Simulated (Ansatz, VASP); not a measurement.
## Al6H in VASP and in Ansatz

The input INCAR:

```
  PREC = Accurate
  ENCUT = 520
  EDIFF = 1E-7
  ISMEAR = 0
  SIGMA = 0.1
  LREAL = F
  LASPH = T
  NELM = 80
  ALGO = Normal
  ISIF = 2
  LWAVE = F
  LCHARG = T
  LDIPOL = T
  IDIPOL = 3
  DIPOL = 0.5 0.5 0.304
  GGA = PE
  LELF = T
  LVHAR = T
  LVACPOTAV = T
  NBANDS = 32
```

Contents of KPOINTS:

```
Automatic mesh
0
Gamma
  6 6 1
```

Contents of POSCAR:

```
Al6H
1.0
    5.7143028096      0.0000000000      0.0000000000
   -2.8571514048      4.9487313980      0.0000000000
    0.0000000000      0.0000000000     22.6016424636
Al H
12 2
Direct
    0.3333333333      0.1666666667      0.1769782885
    0.3333333333      0.6666666667      0.1769782885
    0.8333333333      0.1666666667      0.1769782885
    0.8333333333      0.6666666667      0.1769782885
    0.1666666667      0.3333333333      0.2787817904
    0.1666666667      0.8333333333      0.2787817904
    0.6666666667      0.3333333333      0.2787817904
    0.6666666667      0.8333333333      0.2787817904
    0.0000000000      0.0000000000      0.3805759903
    0.0000000000      0.5000000000      0.3805759903
    0.5000000000      0.0000000000      0.3805759903
    0.5000000000      0.5000000000      0.3805759903
    0.1903382450      0.3806764901      0.4571191001
    0.3096617550      0.6193235099      0.4571191001
```

Input for Ansatz:

```yaml
crystal:
  lattice:
    - [5.7143028096, 0.0, 0.0]
    - [-2.8571514048, 4.948731398, 0.0]
    - [0.0, 0.0, 22.6016424636]
  atoms:
    - { symbol: Al, position: [0.3333333333, 0.1666666667, 0.1769782885] }
    - { symbol: Al, position: [0.3333333333, 0.6666666667, 0.1769782885] }
    - { symbol: Al, position: [0.8333333333, 0.1666666667, 0.1769782885] }
    - { symbol: Al, position: [0.8333333333, 0.6666666667, 0.1769782885] }
    - { symbol: Al, position: [0.1666666667, 0.3333333333, 0.2787817904] }
    - { symbol: Al, position: [0.1666666667, 0.8333333333, 0.2787817904] }
    - { symbol: Al, position: [0.6666666667, 0.3333333333, 0.2787817904] }
    - { symbol: Al, position: [0.6666666667, 0.8333333333, 0.2787817904] }
    - { symbol: Al, position: [0.0, 0.0, 0.3805759903] }
    - { symbol: Al, position: [0.0, 0.5, 0.3805759903] }
    - { symbol: Al, position: [0.5, 0.0, 0.3805759903] }
    - { symbol: Al, position: [0.5, 0.5, 0.3805759903] }
    - { symbol: H, position: [0.190338245, 0.3806764901, 0.4571191001] }
    - { symbol: H, position: [0.309661755, 0.6193235099, 0.4571191001] }
basis:
  ecutwfc: 420
kpoints:
  mp_grid: { grid: [6, 6, 1] }
hamiltonian:
  xc: pbe
scf:
  occupations: { method: gaussian, width: 0.1 }
output:
  forces: true
  eigenvalues: true
efield:
  axis: 3
  dipole_correction: true
  ramp_width: 0.04
```

Alike in both runs: task single point; functional PBE; k mesh 6 × 6 × 1; occupations gaussian, width 0.1 eV; no spin polarisation.

|  | VASP | Ansatz |
| --- | --- | --- |
| version | VASP 6.6.1 | Ansatz 0.2.0 |
| potentials or method | VASP PAW PBE potentials, release 64 (Al, H), cutoff 520 eV | scalar-relativistic, plane waves, PAW |
| valence electrons in the cell | 38 | 38 |

```tsv
	VASP	Ansatz	Ansatz less VASP
gap on the k mesh at the Fermi level (eV)	none	none	-
rms of the force components (eV/Å)	0.442	0.441	-0.0004
work function, face that differs most (eV)	4.03	4.03	-0.002
```

Atom by atom the forces differ by 0.001 eV/Å (rms over components). A gap of «none» marks a metal or a gap that the smearing closes. The functional is the same, so the differences come from potentials, cutoffs and numerics.
